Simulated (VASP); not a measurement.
# Al9H in VASP: a series of runs, part 2 of 2

VASP 6.6.1.

### Step 4. Single point, PBE

The input, INCAR:

```
ALGO = Normal ; DIPOL = 0.5 0.5 0.420
EDIFF = 1E-6 ; ENCUT = 520
GGA = PE ; IDIPOL = 3
ISIF = 2 ; ISMEAR = 0
LASPH = True ; LCHARG = True
LDIPOL = True ; LELF = True
LREAL = False ; LVACPOTAV = True
LVHAR = True ; LWAVE = False
NBANDS = 25 ; NELM = 80
PREC = Accurate ; SIGMA = 0.1
```

The input, KPOINTS:

```
k-points
0
Gamma
  9 9 1
```

The input, POSCAR:

```
Al9H
1.0
    2.8535431556      0.0000000000      0.0000000000
   -1.4267715778      2.4712408635      0.0000000000
    0.0000000000      0.0000000000     34.2605580981
Al H
9 1
Direct
    0.3333333333      0.6666666667      0.1167523304
    0.0000000000      0.0000000000      0.1852090274
    0.6666666667      0.3333333334      0.2536657244
    0.0000000000      0.0000000000      0.3221224214
    0.3333333333      0.6666666667      0.3899858430
    0.0000000000      0.0000000000      0.4578168584
    0.6666666667      0.3333333334      0.5268325047
    0.0000000000      0.0000000000      0.5950901730
    0.0180976449      0.5090488225      0.6639212472
    0.6666666667      0.8333333334      0.6932185734
```

Potentials or basis: VASP PAW PBE potentials, release 64 (Al, H).

The run is started by

```sh
$ cat potpaw_PBE.64/Al/POTCAR potpaw_PBE.64/H/POTCAR > POTCAR
$ mpirun -np 1 vasp_std > vasp.out
```

OUTCAR:

```text
EDIFF = 1E-6
   ENCUT = 520
   GGA = PE
   ISIF = 2
   ISMEAR = 0
   LASPH = True
   LREAL = False
   NELM = 80
   PREC = Accurate

 ion  position               nearest neighbor table
   1  0.333  0.667  0.117-   2 2.87   2 2.87   2 2.87
   2  0.000  0.000  0.185-   3 2.87   1 2.87   1 2.87   3 2.87   3 2.87   1 2.87
   3  0.667  0.333  0.254-   2 2.87   4 2.87   2 2.87   4 2.87   2 2.87   4 2.87
   4  0.000  0.000  0.322-   5 2.85   5 2.85   5 2.85   3 2.87   3 2.87   3 2.87
   5  0.333  0.667  0.390-   6 2.85   6 2.85   6 2.85   4 2.85   4 2.85   4 2.85
   6  0.000  0.000  0.458-   5 2.85   5 2.85   5 2.85   7 2.88   7 2.88   7 2.88
   7  0.667  0.333  0.527-   8 2.86   8 2.86   8 2.86   6 2.88   6 2.88   6 2.88
   8  0.000  0.000  0.595-   9 2.76   9 2.76   7 2.86   7 2.86   7 2.86
[... 900 lines left out ...]
  energy-cutoff  :      520.00
  volume of cell :      241.60
      direct lattice vectors                 reciprocal lattice vectors
     2.853543156  0.000000000  0.000000000     0.350441520  0.202327506  0.000000000
    -1.426771578  2.471240863  0.000000000     0.000000000  0.404655011  0.000000000
     0.000000000  0.000000000 34.260558098     0.000000000  0.000000000  0.029188083

 POSITION                                       TOTAL-FORCE (eV/Angst)
 -----------------------------------------------------------------------------------
     -0.00000      1.64749      4.00000        -0.003801     -0.002195     -0.002673
      0.00000      0.00000      6.34536         0.000644      0.000372      0.057218
      1.42677      0.82375      8.69073        -0.001489     -0.000859     -0.037120
      0.00000      0.00000     11.03609        -0.009559     -0.005519     -0.055794
     -0.00000      1.64749     13.36113        -0.002317     -0.001338      0.098598
      0.00000      0.00000     15.68506         0.046006      0.026561     -0.016183
      1.42677      0.82375     18.04958        -0.034283     -0.019793     -0.046081
      0.00000      0.00000     20.38812         0.075301      0.043475      0.001261
     -0.67465      1.25798     22.74631         0.005485      0.003167      0.003225
      0.71339      2.05937     23.75006        -0.075986     -0.043870     -0.002451
 -----------------------------------------------------------------------------------
    total drift:                               -0.000029     -0.000017     -0.000372

  FREE ENERGIE OF THE ION-ELECTRON SYSTEM (eV)
  ---------------------------------------------------
  free  energy   TOTEN  =       -35.8684262655 eV

  energy  without entropy=      -35.8435559369  energy(sigma->0) =      -35.85599110

 vacuum level on the upper side and lower side of the slab         7.342         7.544
```

OSZICAR:

```text
N       E                     dE             d eps       ncg     rms          rms(c)
DAV:   1     0.538763791612E+02    0.53876E+02   -0.93727E+03  1250   0.850E+02
DAV:   2    -0.318616736525E+02   -0.85738E+02   -0.79389E+02  1610   0.134E+02
DAV:   3    -0.365831012436E+02   -0.47214E+01   -0.45262E+01  1832   0.283E+01
[... 19 lines left out ...]
DAV:  23    -0.358683779664E+02   -0.12693E-04   -0.92536E-06  1248   0.872E-03    0.884E-03
DAV:  24    -0.358684143090E+02   -0.36343E-04   -0.45653E-05  1251   0.186E-02    0.269E-03
DAV:  25    -0.358684214430E+02   -0.71340E-05   -0.44484E-06  1372   0.679E-03    0.112E-03
DAV:  26    -0.358684248324E+02   -0.33895E-05   -0.17681E-06  1201   0.471E-03    0.674E-04
DAV:  27    -0.358684263913E+02   -0.15589E-05   -0.97680E-07  1131   0.360E-03    0.130E-03
DAV:  28    -0.358684262655E+02    0.12579E-06   -0.30549E-07   941   0.231E-03
   1 F= -.35868426E+02 E0= -.35855991E+02  d E =-.248703E-01
```

Wall time 3.9 min (1 thread of Intel Xeon 6975P-C (Granite Rapids), shared host); peak memory 0.42 GiB.

What came out:

* Free energy: -35.8684 eV
* Largest force: 0.099 eV/Å
* Band gap on the k mesh: zero (bands 14 and 15 overlap by 3.70 eV)

Forces in eV/Å, atoms in the order of the input:
```
Al  -0.004 -0.002 -0.003
Al   0.001  0.000  0.057
Al  -0.001 -0.001 -0.037
Al  -0.010 -0.006 -0.056
Al  -0.002 -0.001  0.099
Al   0.046  0.027 -0.016
Al  -0.034 -0.020 -0.046
Al   0.075  0.043  0.001
Al   0.005  0.003  0.003
H   -0.076 -0.044 -0.002
```

Levels at points of the mesh, in eV from the Fermi level:
```tsv
k point	band 10	band 11	band 12	band 13	band 14	band 15	band 16	band 17
(0.00, 0.00, 0.00)	-4.51	-3.07	-1.58	-0.03	1.48	2.73	3.53	3.84
```

### Step 5. Single point, PBE

The input, INCAR:

```
  PREC = Accurate
  ENCUT = 520
  EDIFF = 1E-7
  ISMEAR = 0
  SIGMA = 0.1
  LREAL = False
  LASPH = True
  NELM = 60
  ALGO = Normal
  ISIF = 2
  LWAVE = False
  LCHARG = True
  LDIPOL = True
  IDIPOL = 3
  DIPOL = 0.5 0.5 0.420
  GGA = PE
  LELF = True
  LVHAR = True
  LVACPOTAV = True
  NBANDS = 25
```

The input, KPOINTS:

```
Automatic mesh
0
Gamma
  9 9 1
```

The input, POSCAR:

```
Al9H
1.0
    2.8535431556      0.0000000000      0.0000000000
   -1.4267715778      2.4712408635      0.0000000000
    0.0000000000      0.0000000000     34.2605580981
Al H
9 1
Direct
    0.3333333334      0.6666666667      0.1167523304
    0.0000000000      0.0000000000      0.1852090274
    0.6666666667      0.3333333333      0.2536657244
    0.0000000000      0.0000000000      0.3221224214
    0.3333333334      0.6666666667      0.3899858430
    0.0000000000      0.0000000000      0.4578168584
    0.6666666667      0.3333333333      0.5268325047
    0.0000000000      0.0000000000      0.5950901730
    0.4909226828      0.9818453656      0.6639258115
    1.1666666666      1.3333333333      0.6932227331
```

Potentials or basis: VASP PAW PBE potentials, release 64 (Al, H).

The run is started by

```sh
$ cat potpaw_PBE.64/Al/POTCAR potpaw_PBE.64/H/POTCAR > POTCAR
$ mpirun -np 1 vasp_std > vasp.out
```

OUTCAR:

```text
PREC = Accurate
   ENCUT = 520
   EDIFF = 1E-7
   ISMEAR = 0
   LREAL = False
   LASPH = True
   NELM = 60
   ISIF = 2
   GGA = PE

 ion  position               nearest neighbor table
   1  0.333  0.667  0.117-   2 2.87   2 2.87   2 2.87
   2  0.000  0.000  0.185-   3 2.87   1 2.87   3 2.87   1 2.87   1 2.87   3 2.87
   3  0.667  0.333  0.254-   2 2.87   4 2.87   2 2.87   4 2.87   2 2.87   4 2.87
   4  0.000  0.000  0.322-   5 2.85   5 2.85   5 2.85   3 2.87   3 2.87   3 2.87
   5  0.333  0.667  0.390-   6 2.85   6 2.85   6 2.85   4 2.85   4 2.85   4 2.85
   6  0.000  0.000  0.458-   5 2.85   5 2.85   5 2.85   7 2.88   7 2.88   7 2.88
   7  0.667  0.333  0.527-   8 2.86   8 2.86   8 2.86   6 2.88   6 2.88   6 2.88
   8  0.000  0.000  0.595-   9 2.76   9 2.76   7 2.86   7 2.86   7 2.86
   9  0.491  0.982  0.664-  10 1.89  10 1.95  10 1.95   8 2.76   8 2.76
  10  0.167  0.333  0.693-   9 1.89   9 1.95   9 1.95

  LATTYP: Found a hexagonal cell.
 ALAT       =     2.8535431556
 C/A-ratio  =    12.0063220459

  Lattice vectors:

 A1 = (   2.8535431556,   0.0000000000,   0.0000000000)
 A2 = (  -1.4267715778,   2.4712408635,   0.0000000000)
 A3 = (   0.0000000000,   0.0000000000,  34.2605580981)

Analysis of symmetry for initial positions (statically):
=====================================================================
 Subroutine PRICEL returns:
 Original cell was already a primitive cell.

 Routine SETGRP: Setting up the symmetry group for a
 hexagonal supercell.

 Subroutine GETGRP returns: Found  2 space group operations
 (whereof  2 operations were pure point group operations)
 out of a pool of 24 trial point group operations.

The static configuration has the point symmetry C_1h.

Analysis of symmetry for dynamics (positions and initial velocities):
=====================================================================
 Subroutine PRICEL returns:
 Original cell was already a primitive cell.

 Routine SETGRP: Setting up the symmetry group for a
 hexagonal supercell.

 Subroutine GETGRP returns: Found  2 space group operations
 (whereof  2 operations were pure point group operations)
 out of a pool of 24 trial point group operations.

[... 153 lines left out ...]

 dipolmoment           0.000000      0.000000      0.021547 electrons x Angstroem

 number of electron      27.9999999 magnetization

 dipolmoment           0.000000      0.000000     -0.007846 electrons x Angstroem

 Free energy of the ion-electron system (eV)
  ---------------------------------------------------
  ext. energy  EPLUGINS =         0.00000000
  ---------------------------------------------------
  free energy    TOTEN  =       -35.86842795 eV

  energy without entropy =      -35.84355128  energy(sigma->0) =      -35.85598962

 E-fermi :   3.6224     XC(G=0):  -6.8875

 val. band max:        3.5911466455   @ k =   0.0000   0.0000   0.0000
 cond. band min:       3.6246818553   @ k =   0.4444   0.3333   0.0000
 fundamental gap:      0.0335352097
 Fermi energy:         3.6224157032

 k-point     1 :       0.0000    0.0000    0.0000
  band No.  band energies     occupation
      1      -7.6295      2.00000
      2      -7.4609      2.00000
      3      -7.1222      2.00000
      4      -6.6599      2.00000
      5      -6.0385      2.00000
      6      -5.2631      2.00000
[... 661 lines left out ...]
     24       5.7459      0.00000
     25       6.0163      0.00000

 [... further k-points ...]

------------------------ aborting loop because EDIFF is reached ----------------------------------------

  FORCE on cell =-STRESS in cart. coord.  units (eV):
  Direction    XX          YY          ZZ          XY          YZ          ZX
  --------------------------------------------------------------------------------------
  -------------------------------------------------------------------------------------
  Total       -0.1725181     -0.4098046     -0.3282088      0.0000000      0.2315093      0.0000000
  in kB       -1.1440664     -2.7176498     -2.1765407      0.0000000      1.5352711      0.0000000
  external PRESSURE =      -2.0127523 kB  Pullay stress =       0.0000000 kB

 VOLUME and BASIS-vectors are now :
 -----------------------------------------------------------------------------
  energy-cutoff  :      520.00
  volume of cell :      241.60
      direct lattice vectors                 reciprocal lattice vectors
     2.853543156  0.000000000  0.000000000     0.350441520  0.202327506  0.000000000
    -1.426771578  2.471240863  0.000000000     0.000000000  0.404655011  0.000000000
     0.000000000  0.000000000 34.260558098     0.000000000  0.000000000  0.029188083

 POSITION                                       TOTAL-FORCE (eV/Angst)
 -----------------------------------------------------------------------------------
      0.00000      1.64749      4.00000        -0.000000      0.004392     -0.002862
      0.00000      0.00000      6.34536         0.000000     -0.000736      0.057285
      1.42677      0.82375      8.69073         0.000000      0.001716     -0.037013
      0.00000      0.00000     11.03609        -0.000000      0.011038     -0.055812
      0.00000      1.64749     13.36113         0.000000      0.002688      0.098670
      0.00000      0.00000     15.68506        -0.000000     -0.053135     -0.016148
      1.42677      0.82375     18.04958        -0.000000      0.039560     -0.046011
      0.00000      0.00000     20.38812         0.000000     -0.086813      0.001761
     -0.00000      2.42638     22.74647        -0.000000     -0.006222      0.002585
     -0.00000      0.82375     23.75020        -0.000000      0.087512     -0.002455
 -----------------------------------------------------------------------------------
    total drift:                               -0.000000      0.000021     -0.000142

  FREE ENERGIE OF THE ION-ELECTRON SYSTEM (eV)
  ---------------------------------------------------
  free  energy   TOTEN  =       -35.8684279523 eV

  energy  without entropy=      -35.8435512785  energy(sigma->0) =      -35.85598962

 vacuum level on the upper side and lower side of the slab         7.344         7.545
```

stdout:

```text
POSCAR found type information on POSCAR AlH
 POSCAR found :  2 types and      10 ions
 scaLAPACK will be used
 LDA part: xc-table for (Slater+PW92), standard interpolation
 POSCAR, INCAR and KPOINTS ok, starting setup
 FFT: planning ... GRIDC
 FFT: planning ... GRID_SOFT
 FFT: planning ... GRID
 WAVECAR not read
 entering main loop
 -----------------------------------------------------------------------------
|                                                                             |
|           W    W    AA    RRRRR   N    N  II  N    N   GGGG   !!!           |
|           W    W   A  A   R    R  NN   N  II  NN   N  G    G  !!!           |
|           W    W  A    A  R    R  N N  N  II  N N  N  G       !!!           |
|           W WW W  AAAAAA  RRRRR   N  N N  II  N  N N  G  GGG   !            |
|           WW  WW  A    A  R   R   N   NN  II  N   NN  G    G                |
|           W    W  A    A  R    R  N    N  II  N    N   GGGG   !!!           |
|                                                                             |
|     Did not find any points to average over, which means that no vacuum     |
|     field-free region was found. Please increase the size of  your cell     |
|     in the dimension of the dipole correction to obtain accurate            |
|     workfunction values.                                                    |
|                                                                             |
 -----------------------------------------------------------------------------
```

It took 3.9 min on 1 thread of Intel Xeon 6975P-C (Granite Rapids), shared host; peak memory 0.42 GiB.

Results:

| Quantity | Value |
| --- | --- |
| Free energy | -35.8684 eV |
| Largest force | 0.099 eV/Å |
| Band gap on the k mesh | zero (bands 14 and 15 overlap by 3.70 eV) |

Forces in eV/Å, atoms in the order of the input:
```
Al   0.000  0.004 -0.003
Al   0.000 -0.001  0.057
Al   0.000  0.002 -0.037
Al   0.000  0.011 -0.056
Al   0.000  0.003  0.099
Al   0.000 -0.053 -0.016
Al   0.000  0.040 -0.046
Al   0.000 -0.087  0.002
Al   0.000 -0.006  0.003
H    0.000  0.088 -0.002
```

Levels at points of the mesh, in eV from the Fermi level:
```
           k point  band 9  band 10  band 11  band 12  band 13  band 14  band 15  band 16  band 17  band 18
(0.00, 0.00, 0.00)   -5.75    -4.51    -3.07    -1.58    -0.03     1.48     2.73     3.53     3.85     5.00
```

### Step 6. Single point, PBE

The input, INCAR:

```
SYSTEM = Al9H
PREC = Accurate ; ENCUT = 520
EDIFF = 1E-7 ; ISMEAR = 0
SIGMA = 0.1 ; LREAL = .False.
LASPH = .True. ; NELM = 80
ALGO = Normal ; ISIF = 2
LWAVE = .False. ; LCHARG = .False.
LDIPOL = .True. ; IDIPOL = 3
DIPOL = 0.5 0.5 0.420 ; GGA = PE
NBANDS = 25
```

The input, KPOINTS:

```
Automatic mesh
0
Gamma
  9 9 1
  0 0 0
```

The input, POSCAR:

```
Al9H
1.0
    2.8535431556      0.0000000000      0.0000000000
   -1.4267715778      2.4712408635      0.0000000000
    0.0000000000      0.0000000000     34.2605580981
Al H
9 1
Direct
    0.3333333333      0.6666666667      0.1167523304
    0.0000000000      0.0000000000      0.1852090274
    0.6666666667      0.3333333333      0.2536657244
    0.0000000000      0.0000000000      0.3221224214
    0.3333333333      0.6666666667      0.3899858430
    0.0000000000      0.0000000000      0.4578168584
    0.6666666667      0.3333333333      0.5268325047
    0.0000000000      0.0000000000      0.5950901730
    0.4891348000      0.5108652000      0.6639409292
    1.1666666667      0.8333333333      0.6932575186
```

Potentials or basis: VASP PAW PBE potentials, release 64 (Al, H).

The run is started by

```sh
$ cat potpaw_PBE.64/Al/POTCAR potpaw_PBE.64/H/POTCAR > POTCAR
$ mpirun -np 1 vasp_std > vasp.out
```

Run time: 3.7 min. Hardware: 1 thread of Intel Xeon 6975P-C (Granite Rapids), shared host; peak memory 0.41 GiB.

The run converged. Its results:

| Property | Result |
| --- | --- |
| Free energy | -35.8685 eV |
| Largest force | 0.099 eV/Å |
| Band gap on the k mesh | zero (bands 14 and 15 overlap by 3.70 eV) |

Forces on the atoms (eV/Å):
```
Al   0.004 -0.002 -0.003
Al  -0.001  0.000  0.057
Al   0.001 -0.001 -0.037
Al   0.010 -0.006 -0.056
Al   0.002 -0.001  0.099
Al  -0.046  0.027 -0.016
Al   0.034 -0.020 -0.046
Al  -0.073  0.042  0.004
Al   0.000  0.000  0.000
H    0.069 -0.040 -0.002
```

Levels at points of the mesh, in eV from the Fermi level:
```csv
k point,band 9,band 10,band 11,band 12,band 13,band 14,band 15,band 16,band 17,band 18
"(0.00, 0.00, 0.00)",-5.75,-4.51,-3.07,-1.58,-0.03,1.48,2.73,3.53,3.82,4.98
```

### Step 7. Overview

| cell | gap on the mesh (eV) | largest force (eV/Å) |
| --- | --- | --- |
| a = 2.854, b = 2.854, c = 34.261 Å, angles 90.0, 90.0, 120.0°, 10 atoms, atomic positions A | none | 0.13 |
| a = 2.854, b = 2.854, c = 34.261 Å, angles 90.0, 90.0, 120.0°, 10 atoms, atomic positions B | none | 0.16 |
| a = 2.854, b = 2.854, c = 34.261 Å, angles 90.0, 90.0, 120.0°, 10 atoms, atomic positions C | none | 0.10 |
| a = 2.854, b = 2.854, c = 34.261 Å, angles 90.0, 90.0, 120.0°, 10 atoms, atomic positions D | none | 0.10 |
| a = 2.854, b = 2.854, c = 34.261 Å, angles 90.0, 90.0, 120.0°, 10 atoms, atomic positions E | none | 0.10 |

Alike in all rows: task single point; level PBE; potentials or basis VASP PAW PBE potentials, release 64 (Al, H); no spin polarisation; k mesh 9 × 9 × 1; cutoff (eV) 520; smearing gaussian 0.1 eV.

Total energies depend on the potentials used, so only differences within one code and one set of settings carry meaning.
